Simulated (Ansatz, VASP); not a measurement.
**Cu in VASP and in Ansatz**

Contents of INCAR:

```
SYSTEM = Cu
PREC = Accurate
ENCUT = 820
EDIFF = 1E-6
ISMEAR = 1
SIGMA = 0.01
LREAL = .FALSE.
LASPH = .TRUE.
NELM = 120
ALGO = Normal
ISIF = 2
LWAVE = .FALSE.
LCHARG = .FALSE.
GGA = CA
NBANDS = 16
GGA_COMPAT = .FALSE.
```

The input KPOINTS:

```
regular mesh
0
G
  10 10 10
  0 0 0
```

POSCAR

```
Cu
1.0
   -1.4403813311      1.4403813311      1.3737827002
    1.4403813311     -1.4403813311      1.3737827002
    1.4403813311      1.4403813311     -1.3737827002
Cu
1
Direct
    0.0000000000      0.0000000000      0.0000000000
```

Input for Ansatz:

```yaml
crystal:
  lattice:
    - [-1.4403813310801157, 1.4403813310801157, 1.3737827002354643]
    - [1.4403813310801157, -1.4403813310801157, 1.3737827002354643]
    - [1.4403813310801157, 1.4403813310801157, -1.3737827002354643]
  atoms:
    - { symbol: Cu, position: [0.0, 0.0, 0.0] }
basis:
  ecutwfc: 540.0
  xc_grid: 2
kpoints:
  mp_grid:
    grid: [10, 10, 10]
hamiltonian:
  xc: lda
scf:
  convergence:
    dr2_threshold: 1.0e-09
  occupations:
    method: methfessel_paxton
    width: 0.01
  eigensolver:
    kind: auto
    full_accuracy: true
output:
  forces: true
  stress: true
```

Alike in both runs: task single point; functional LDA; k mesh 10 × 10 × 10; occupations methfessel-paxton of order 1, width 0.01 eV; no spin polarisation.

|  | VASP | Ansatz |
| --- | --- | --- |
| version | VASP 6.6.1 | Ansatz 0.2.0 |
| potentials or method | VASP PAW LDA potentials, release 64 (Cu_sv_GW), cutoff 820 eV | plane waves, PAW |
| valence electrons in the cell | 19 | 19 |

```csv
,VASP,Ansatz,Ansatz less VASP
pressure (GPa),-8.1,-7.3,+0.78
"traceless stress, the component that is largest in VASP (GPa)",-0.59,-0.61,-0.018
```

LDA's correlation is that of Perdew and Zunger in VASP and of Perdew and Wang (1992) in Ansatz. Ansatz's warnings: stress scf threshold loose.
